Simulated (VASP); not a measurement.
Set up this calculation in VASP 6.6.1, as the native input.

| Quantity | Value |
| --- | --- |
| Task | single point |
| Functional | LDA |
| Potentials or basis | VASP PAW LDA potentials, release 64 (Ti_sv, Al) |
| Cutoff | 520 eV |
| k mesh | 7 × 7 × 7 |
| Occupations | fermi-dirac, width 0.05 eV |
| Spin | no spin polarisation |
| Dipole correction | no |
| Further INCAR settings | ALGO = Fast; EDIFF = 1e-07; NBANDS = 18 |

The structure of TiAl3 lies in POSCAR:

```
TiAl3
1.0
    3.8749206071      0.0000000000      0.0000000000
    0.0000000000      3.8749206071      0.0000000000
    0.0000000000      0.0000000000      3.8749206071
Ti Al
1 3
Direct
    0.0000000000      0.0000000000      0.0000000000
    0.0000000000      0.5000000000      0.5000000000
    0.5000000000      0.0000000000      0.5000000000
    0.5000000000      0.5000000000      0.0000000000
```

One way to write it, as run:

INCAR

```
SYSTEM = TiAl3
ALGO = Fast
EDIFF = 1E-7
ENCUT = 520
ISIF = 2
ISMEAR = -1
LASPH = .TRUE.
LCHARG = .FALSE.
LREAL = .FALSE.
LWAVE = .FALSE.
NBANDS = 18
NELM = 100
PREC = Accurate
SIGMA = 0.05
```

KPOINTS

```
k-points
0
G
  7 7 7
  0 0 0
```

Potentials or basis: VASP PAW LDA potentials, release 64 (Ti_sv, Al).

Command:

```console
$ cat potpaw_LDA.64/Ti_sv/POTCAR potpaw_LDA.64/Al/POTCAR > POTCAR
$ mpirun -np 1 vasp_std > vasp.out
```

Results of the run:

- Pressure: 3.6 GPa

Run time: 38 s on 1 thread of Intel Xeon 6975P-C (shared host), peak memory 0.15 GiB.
